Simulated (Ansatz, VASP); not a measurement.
# Two plane-wave programs on SrO

```
Sr O
1.0
     0.00000    2.54425    2.54425
     2.54425    0.00000    2.54425
     2.54425    2.54425    0.00000
Sr O
1 1
Direct
  0.00000 0.00000 0.00000
  0.50000 0.50000 0.50000
```

Alike in both runs: task single point; functional PBE; k mesh 8 × 8 × 8; no spin polarisation.

|  | VASP | Ansatz |
| --- | --- | --- |
| version | VASP 6.6.1 | Ansatz 0.2.0 |
| potentials or method | VASP PAW PBE potentials, release 64 (Sr_sv, O) | plane waves, PAW |
| plane-wave cutoff (eV) | 520 | 420 |
| occupations | gaussian, width 0.01 eV | fixed |
| valence electrons in the cell | 16 | 16 |

```csv
,VASP,Ansatz,Ansatz less VASP
gap on the k mesh at the Fermi level (eV),3.24,3.30,+0.052
pressure (GPa),6.7,6.0,-0.68
```
